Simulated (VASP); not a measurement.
# C in VASP: notebook

Runs on C. Level: LDA. Tasks: single point.

Everything below comes from runs of VASP 6.6.1. Logs are shortened: lines on timing, memory, paths and dates and some standing lists are left out, and cuts for length are marked.

## (1) The cell of the first run

The typed cell holds 8 atoms: a = 2.444 Å, b = 2.444 Å, c = 13.553 Å, α = 83.67°, β = 84.25°, γ = 60.03°.

## (2) Single point, LDA (the part above a cut slid along it)

Contents of INCAR:

```
SYSTEM = C
  PREC = Accurate
  ENCUT = 520
  EDIFF = 1E-6
  ISMEAR = 0
  SIGMA = 0.03
  LREAL = .FALSE.
  LASPH = .TRUE.
  NELM = 100
  ALGO = Normal
  ISIF = 2
  LWAVE = .FALSE.
  LCHARG = .FALSE.
  GGA = CA
  NBANDS = 26
```

Contents of KPOINTS:

```
regular mesh
0
G
  15 15 3
  0 0 0
```

Contents of POSCAR:

```
C
1.0
   -1.2226660053     -2.1164534110      0.0000000000
    1.2226660053     -2.1164534110      0.0000000000
    0.1358517784     -1.6461304308     13.4515291704
C
8
Direct
    0.2916297670      0.2777408781      0.1250000000
    0.7082964337      0.6666297670      0.3750000000
    0.1249631004      0.0555186559      0.6250000000
    0.5416297670      0.4444075448      0.8750000000
    0.6250368996      0.6111480107      0.1250000000
    0.0417035663      0.0000368996      0.3750000000
    0.4583702330      0.3889257885      0.6250000000
   -0.1249631004     -0.2221853226      0.8750000000
```

Potentials or basis: VASP PAW LDA potentials, release 64 (C).

Started as:

```sh
$ cat potpaw_LDA.64/C/POTCAR > POTCAR
$ mpirun -np 1 vasp_std > vasp.out
```

OUTCAR:

```text
SYSTEM = C
   PREC = Accurate
   ENCUT = 520
   EDIFF = 1E-6
   ISMEAR = 0
   LREAL = .FALSE.
   LASPH = .TRUE.
   NELM = 100
   ISIF = 2
   GGA = CA

 ion  position               nearest neighbor table
   1  0.292  0.278  0.125-   5 1.41   5 1.41   5 1.41
   2  0.708  0.667  0.375-   6 1.41   6 1.41   6 1.41
   3  0.125  0.056  0.625-   7 1.41   7 1.41   7 1.41
   4  0.542  0.444  0.875-   8 1.41   8 1.41   8 1.41
   5  0.625  0.611  0.125-   1 1.41   1 1.41   1 1.41
   6  0.042  0.000  0.375-   2 1.41   2 1.41   2 1.41
   7  0.458  0.389  0.625-   3 1.41   3 1.41   3 1.41
   8  0.875  0.778  0.875-   4 1.41   4 1.41   4 1.41

  LATTYP: Found a triclinic cell.
 ALAT       =     2.4442355045
 B/A-ratio  =     1.0000000000
 C/A-ratio  =     5.6440971344
 COS(alpha) =     0.0097282910
 COS(beta)  =     0.1969155074
 COS(gamma) =     0.4995512904

  Lattice vectors:

 A1 = (  -1.2226660053,   2.1164534110,   0.0000000000)
 A2 = (   1.2226660053,   2.1164534110,   0.0000000000)
 A3 = (  -2.5811837890,   1.6461304308, -13.4515291704)

Analysis of symmetry for initial positions (statically):
=====================================================================
 Subroutine PRICEL returns:
 Original cell was already a primitive cell.

 Routine SETGRP: Setting up the symmetry group for a
 triclinic supercell.

 Subroutine GETGRP returns: Found  2 space group operations
 (whereof  1 operations were pure point group operations)
 out of a pool of  2 trial point group operations.

The static configuration has the point symmetry C_1 .
 The point group associated with its full space group is S_2 .

Analysis of symmetry for dynamics (positions and initial velocities):
=====================================================================
 Subroutine PRICEL returns:
 Original cell was already a primitive cell.

 Routine SETGRP: Setting up the symmetry group for a
 triclinic supercell.

 Subroutine GETGRP returns: Found  2 space group operations
 (whereof  1 operations were pure point group operations)
 out of a pool of  2 trial point group operations.

The dynamic configuration has the point symmetry C_1 .
 The point group associated with its full space group is S_2 .

 Subroutine INISYM returns: Found  2 space group operations
 (whereof  1 operations are pure point group operations),
 and found     1 'primitive' translations

----------------------------------------------------------------------------------------

                                     Primitive cell

  volume of cell :      69.6175

  direct lattice vectors                    reciprocal lattice vectors
    -1.222666005 -2.116453411  0.000000000    -0.408942424 -0.236244274 -0.024780330
     1.222666005 -2.116453411  0.000000000     0.408942424 -0.236244274 -0.033040440
     0.135851778 -1.646130431 13.451529170     0.000000000  0.000000000  0.074340990

  length of vectors
     2.444235504  2.444235504 13.552558361     0.472926345  0.473431023  0.074340990

  position of ions in fractional coordinates (direct lattice)
     0.291629767  0.277740878  0.125000000
     0.708296434  0.666629767  0.375000000
     0.124963100  0.055518656  0.625000000
     0.541629767  0.444407545  0.875000000
     0.625036900  0.611148011  0.125000000
     0.041703566  0.000036900  0.375000000
     0.458370233  0.388925789  0.625000000
     0.875036900  0.777814677  0.875000000

  ion indices of the primitive-cell ions
   primitive index   ion index
                 1           1
                 2           2
                 3           3
                 4           4
                 5           5
                 6           6
                 7           7
                 8           8

----------------------------------------------------------------------------------------

 KPOINTS: regular mesh

Automatic generation of k-mesh.
 Grid dimensions read from file:
 generate k-points for:   15   15    3

 Generating k-lattice:

  Cartesian coordinates                     Fractional coordinates (reciprocal lattice)
    -0.027262828 -0.015749618 -0.001652022     0.066666667  0.000000000 -0.000000000
     0.027262828 -0.015749618 -0.002202696     0.000000000  0.066666667  0.000000000
     0.000000000  0.000000000  0.024780330     0.000000000  0.000000000  0.333333333

  Length of vectors
     0.031528423  0.031562068  0.024780330

  Shift w.r.t. Gamma in fractional coordinates (k-lattice)
     0.000000000  0.000000000  0.000000000

 Subroutine IBZKPT returns following result:
 ===========================================

 Found    338 irreducible k-points:

 Following reciprocal coordinates:
            Coordinates               Weight
  0.000000  0.000000  0.000000      1.000000
  0.066667 -0.000000  0.000000      2.000000
  0.133333 -0.000000  0.000000      2.000000
  0.200000 -0.000000  0.000000      2.000000
  0.266667 -0.000000  0.000000      2.000000
  0.333333 -0.000000 -0.000000      2.000000
[... 16 lines left out ...]
 -0.066667  0.066667 -0.000000      2.000000
 -0.000000  0.133333  0.000000      2.000000
 [... further k-points ...]
   k-points           NKPTS =    338   k-points in BZ     NKDIM =    338   number of bands    NBANDS=     26
   number of dos      NEDOS =    301   number of ions     NIONS =      8
   total plane-waves  NPLWV =  34992
   dimension x,y,z NGX =    18 NGY =   18 NGZ =  108
   dimension x,y,z NGXF=    36 NGYF=   36 NGZF=  216
   ions per type =               8
   NGX,Y,Z   is equivalent  to a cutoff of  12.24, 12.24, 13.25 a.u.
   NGXF,Y,Z  is equivalent  to a cutoff of  24.49, 24.49, 26.50 a.u.
 SYSTEM =  C
   PREC   = accura    normal or accurate (medium, high low for compatibility)
   ISTART =      0    job   : 0-new  1-cont  2-samecut
   ICHARG =      2    charge: 1-file 2-atom 10-const
   ISPIN  =      1    spin polarized calculation?
   LNONCOLLINEAR =      F non collinear calculations
   LSORBIT =      F    spin-orbit coupling
   LASPH  =      T    aspherical Exc in radial PAW
   ENCUT  =  520.0 eV  38.22 Ry    6.18 a.u.   4.54  4.54 25.20*2*pi/ulx,y,z
   NELM   =    100;   NELMIN=  2; NELMDL= -5     # of ELM steps
   EDIFF  = 0.1E-05   stopping-criterion for ELM
   LREAL  =      F    real-space projection
   EDIFFG = 0.1E-04   stopping-criterion for IOM
   NSW    =      0    number of steps for IOM
   IBRION =     -1    ionic relax: 0-MD 1-quasi-New 2-CG
   NFREE  =      0    steps in history (QN), initial steepest desc. (CG)
   ISIF   =      2    stress and relaxation
   ISYM   =      2    0-nonsym 1-usesym 2-fastsym
   POTIM  = 0.5000    time-step for ionic-motion
   TEBEG  =    0.0;   TEEND  =   0.0 temperature during run
   PSTRESS=    0.0 pullay stress
   NELECT =      32.0000    total number of electrons
   NUPDOWN=      -1.0000    fix difference up-down
   EMIN   =  10.00;   EMAX   =-10.00  energy-range for DOS
   EFERMI =   0.00;   METHOD = LEGACY
   ISMEAR =     0;   SIGMA  =   0.03  broadening in eV -4-tet -1-fermi 0-gaus
   EFERMI_NEDOS =   21; number of points for ismear=-14 and -15
   IALGO  =     38    algorithm
   IMIX   =      4    mixing-type and parameters
     AMIX     =   0.40;   BMIX     =  1.00
     AMIX_MAG =   1.60;   BMIX_MAG =  1.00
  volume/ion in A,a.u.               =       8.70        58.73
  Fermi-wavevector in a.u.,A,eV,Ry     =   1.263433  2.387541 21.718463  1.596262
  Thomas-Fermi vector in A             =   2.396790
   LORBIT       =      0    0 simple, 1 ext, 2 COOP (PROOUT), +10 PAW based schemes
   GGA     = CA    functional components
   LHFCALC =     F    Hartree Fock is set to
   AEXX    =    0.0000 exact exchange contribution
   IVDW    =     0    specifies the selected vdW correction
   LEPSILON=     F    determine dielectric tensor
   LRPA    =     F    only Hartree local field effects (RPA)
 non-spin polarized calculation
 Gauss-broadening in eV      SIGMA  =   0.03
  energy-cutoff  :      520.00
  volume of cell :       69.62
 maximum number of plane-waves:      1908
   NGX =  9   NGY =  9   NGZ = 51

 number of electron      32.0000001 magnetization

 Free energy of the ion-electron system (eV)
  ---------------------------------------------------
  ext. energy  EPLUGINS =         0.00000000
  ---------------------------------------------------
  free energy    TOTEN  =       -80.86722790 eV

  energy without entropy =      -80.86722696  energy(sigma->0) =      -80.86722743

 E-fermi :   4.6754     XC(G=0): -10.7864

 val. band max:        4.6105906133   @ k =  -0.3333   0.3333   0.0000
 cond. band min:       4.7402430112   @ k =  -0.3333   0.3333   0.0000
 fundamental gap:      0.1296523980
 Fermi energy:         4.6754168095

 k-point     1 :       0.0000    0.0000    0.0000
  band No.  band energies     occupation
      1     -14.9423      2.00000
      2     -14.7916      2.00000
      3     -14.7912      2.00000
      4     -14.6297      2.00000
      5      -4.0578      2.00000
      6      -3.1501      2.00000
[... 18 lines left out ...]
     25      13.1803      0.00000
     26      13.1887      0.00000

 k-point     2 :       0.0667   -0.0000    0.0000
  band No.  band energies     occupation
      1     -14.8352      2.00000
      2     -14.6908      2.00000
      3     -14.6799      2.00000
      4     -14.5249      2.00000
      5      -3.9255      2.00000
      6      -3.0550      2.00000
[... 18 lines left out ...]
     25      13.6169      0.00000
     26      13.6263      0.00000

 k-point     3 :       0.1333   -0.0000    0.0000
  band No.  band energies     occupation
      1     -14.5146      2.00000
      2     -14.3786      2.00000
      3     -14.3573      2.00000
      4     -14.2111      2.00000
      5      -3.5303      2.00000
      6      -2.7055      2.00000
[... 18 lines left out ...]
     25      14.8659      0.00000
     26      14.9000      0.00000

 k-point     4 :       0.2000   -0.0000    0.0000
  band No.  band energies     occupation
      1     -13.9827      2.00000
      2     -13.8567      2.00000
      3     -13.8260      2.00000
      4     -13.6905      2.00000
      5      -2.8779      2.00000
      6      -2.1064      2.00000
[... 18 lines left out ...]
     25      13.4631      0.00000
     26      13.5840      0.00000

 k-point     5 :       0.2667   -0.0000    0.0000
  band No.  band energies     occupation
      1     -13.2439      2.00000
      2     -13.1291      2.00000
      3     -13.0900      2.00000
      4     -12.9669      2.00000
      5      -3.1536      2.00000
      6      -3.1241      2.00000
[... 18 lines left out ...]
     25      12.9909      0.00000
     26      13.1346      0.00000

 k-point     6 :       0.3333   -0.0000   -0.0000
  band No.  band energies     occupation
      1     -12.3050      2.00000
      2     -12.2024      2.00000
      3     -12.1567      2.00000
      4     -12.0472      2.00000
      5      -4.9359      2.00000
      6      -4.8959      2.00000
[... 427 lines left out ...]
 k-point    21 :      -0.2000    0.0667   -0.0000
  band No.  band energies     occupation
      1     -13.5609      2.00000
      2     -13.4312      2.00000
      3     -13.4145      2.00000
      4     -13.2757      2.00000
      5      -2.3673      2.00000
      6      -2.2864      2.00000
[... 18 lines left out ...]
     25      13.5041      0.00000
     26      13.5770      0.00000

 k-point    22 :      -0.1333    0.0667    0.0000
  band No.  band energies     occupation
      1     -14.1959      2.00000
      2     -14.0553      2.00000
      3     -14.0484      2.00000
      4     -13.8979      2.00000
      5      -3.1410      2.00000
      6      -2.2810      2.00000
[... 18 lines left out ...]
     25      13.8788      0.00000
     26      14.2212      0.00000

 k-point    23 :      -0.0667    0.0667   -0.0000
  band No.  band energies     occupation
      1     -14.6217      2.00000
      2     -14.4755      2.00000
      3     -14.4719      2.00000
      4     -14.3154      2.00000
      5      -3.6632      2.00000
      6      -2.7763      2.00000
[... 18 lines left out ...]
     25      14.3328      0.00000
     26      14.3695      0.00000

 k-point    24 :      -0.0000    0.1333    0.0000
  band No.  band energies     occupation
      1     -14.5143      2.00000
      2     -14.3820      2.00000
      3     -14.3537      2.00000
      4     -14.2113      2.00000
      5      -3.5288      2.00000
      6      -2.7274      2.00000
[... 18 lines left out ...]
     25      14.8630      0.00000
     26      14.8780      0.00000

 [... further k-points ...]

------------------------ aborting loop because EDIFF is reached ----------------------------------------

  FORCE on cell =-STRESS in cart. coord.  units (eV):
  Direction    XX          YY          ZZ          XY          YZ          ZX
  --------------------------------------------------------------------------------------
  -------------------------------------------------------------------------------------
  Total        0.5560760      0.6244110      0.0729232      0.0052142      0.0805816      0.0237425
  in kB       12.7975421     14.3702048      1.6782552      0.1199987      1.8545069      0.5464101
  external PRESSURE =       9.6153340 kB  Pullay stress =       0.0000000 kB

 VOLUME and BASIS-vectors are now :
 -----------------------------------------------------------------------------
  energy-cutoff  :      520.00
  volume of cell :       69.62
      direct lattice vectors                 reciprocal lattice vectors
    -1.222666005 -2.116453411  0.000000000    -0.408942424 -0.236244274 -0.024780330
     1.222666005 -2.116453411  0.000000000     0.408942424 -0.236244274 -0.033040440
     0.135851778 -1.646130431 13.451529170     0.000000000  0.000000000  0.074340990

 POSITION                                       TOTAL-FORCE (eV/Angst)
 -----------------------------------------------------------------------------------
     -0.00000     -1.41081      1.68144         0.003792      0.006216      0.024423
     -0.00000     -3.52727      5.04432         0.000059     -0.002338      0.001308
     -0.00000     -1.41081      8.40721        -0.000137     -0.001882      0.000343
      0.00000     -3.52727     11.77009        -0.002904     -0.020502     -0.019544
     -0.00000     -2.82209      1.68144         0.002904      0.020502      0.019544
     -0.00000     -0.70564      5.04432         0.000137      0.001882     -0.000343
     -0.00000     -2.82209      8.40721        -0.000059      0.002338     -0.001308
      0.00000     -4.93855     11.77009        -0.003792     -0.006216     -0.024423
 -----------------------------------------------------------------------------------
    total drift:                                0.000000      0.000000     -0.000000

  FREE ENERGIE OF THE ION-ELECTRON SYSTEM (eV)
  ---------------------------------------------------
  free  energy   TOTEN  =       -80.8672278967 eV

  energy  without entropy=      -80.8672269561  energy(sigma->0) =      -80.86722743
```

It took 12 min on 1 thread of Intel Xeon 8259CL, shared host; peak memory 0.46 GiB.

Results:

```yaml
Free_energy: -80.8672 eV
Pressure: 1.0 GPa
Largest_force: 0.028 eV/Å
```

Forces on the atoms (eV/Å):
```
C    0.004  0.006  0.024
C    0.000 -0.002  0.001
C    0.000 -0.002  0.000
C   -0.003 -0.021 -0.020
C    0.003  0.021  0.020
C    0.000  0.002  0.000
C    0.000  0.002 -0.001
C   -0.004 -0.006 -0.024
```

Caveat: the cell differs from its parent crystal (the part above a cut slid along it).

## (3) Single point, LDA (the part above a cut slid along it)

Contents of INCAR:

```
SYSTEM = C
PREC     = Accurate       ! precision mode
ENCUT    = 520            ! plane-wave cutoff, eV
EDIFF    = 1E-6           ! SCF threshold, eV
ISMEAR   = 0              ! smearing method
SIGMA    = 0.03           ! smearing width, eV
LREAL    = .False.        ! projectors in reciprocal space
LASPH    = .True.         ! aspherical terms in the spheres
NELM     = 60             ! most SCF steps
ALGO     = Normal         ! electronic algorithm
ISIF     = 2              ! what is computed and relaxed
LWAVE    = .False.        ! write WAVECAR
LCHARG   = .True.         ! write CHGCAR
GGA      = CA             ! functional
LELF     = .True.         ! ELF
LVHAR    = .True.       
NBANDS   = 26             ! bands
ISYM     = 0
```

Contents of KPOINTS:

```
regular mesh
0
Gamma
  15 15 3
  0 0 0
```

Contents of POSCAR:

```
C
1.0
   -1.2226660053     -2.1164534110      0.0000000000
    1.2226660053     -2.1164534110      0.0000000000
    0.6792588918     -2.1164534110     13.4515291704
C
8
Direct
    0.3055186559      0.2360742115      0.1250000000
    0.7499631004      0.5416297670      0.3750000000
    0.1944075448     -0.1528146774      0.6250000000
    0.6388519893      0.1527408781      0.8750000000
    0.6389257885      0.5694813441      0.1250000000
    0.0833702330     -0.1249631004      0.3750000000
    0.5278146774      0.1805924552      0.6250000000
   -0.0277408781     -0.5138519893      0.8750000000
```

Potentials or basis: VASP PAW LDA potentials, release 64 (C).

Started as:

```sh
$ cat potpaw_LDA.64/C/POTCAR > POTCAR
$ mpirun -np 1 vasp_std > vasp.out
```

Run time: 11 min. Hardware: 1 thread of Intel Xeon 8259CL, shared host; peak memory 0.46 GiB.

Results (log left out):

* Free energy: -80.8716 eV
* Pressure: 0.9 GPa
* Largest force: 0.018 eV/Å

Forces on the atoms (eV/Å):
```
C    0.012 -0.004  0.013
C    0.000 -0.001  0.001
C    0.000 -0.001 -0.001
C   -0.012 -0.004 -0.013
C    0.012  0.004  0.013
C    0.000  0.001  0.001
C    0.000  0.001 -0.001
C   -0.012  0.004 -0.013
```

Stress tensor (GPa, compression positive):
```
1.35 0.00 0.20
0.00 1.41 0.00
0.20 0.00 0.04
```

Caveat: the cell differs from its parent crystal (the part above a cut slid along it).
